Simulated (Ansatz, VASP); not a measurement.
# One calculation of Hf3SnS4, two programs

```
Hf Sn S
1.0
     3.62224    0.00000    0.00000
    -1.81112    3.13695    0.00000
     0.00000    0.00000   17.74900
Hf Sn S
3 1 4
Direct
  0.66667 0.33333 0.00155
  0.33333 0.66667 0.37532
  0.33333 0.66667 0.62284
  0.00000 0.00000 0.49909
  0.00000 0.00000 0.91917
  0.33333 0.66667 0.08387
  0.66667 0.33333 0.29760
  0.66667 0.33333 0.70055
```

Alike in both runs: functional PBE; k mesh 12 × 12 × 2; occupations gaussian, width 0.1 eV; no spin polarisation.

Ansatz relaxed the structure, and its values are those at the end. VASP's run is a single point on that final structure, the one shown.

|  | VASP | Ansatz |
| --- | --- | --- |
| version | VASP 6.6.1 | Ansatz 0.2.0 |
| potentials or method | VASP PAW PBE potentials, release 64 (Hf_pv, Sn_d, S), cutoff 520 eV | scalar-relativistic, plane waves, PAW |
| valence electrons in the cell | 68 | 116 |

Ansatz gave:

- gap on the k mesh at the Fermi level (eV): none
- pressure (GPa): 0.0
- rms of the force components (eV/Å): 0.001

Problem. Estimate VASP's values.

Solution. gap on the k mesh at the Fermi level (eV): none; pressure (GPa): -0.4; rms of the force components (eV/Å): 0.028.

A gap of «none» marks a metal or a gap that the smearing closes. VASP's potentials hold 68 valence electrons a cell and Ansatz's 116, so a difference there can come from the potentials and not from the codes.

Spin-orbit coupling is off throughout.
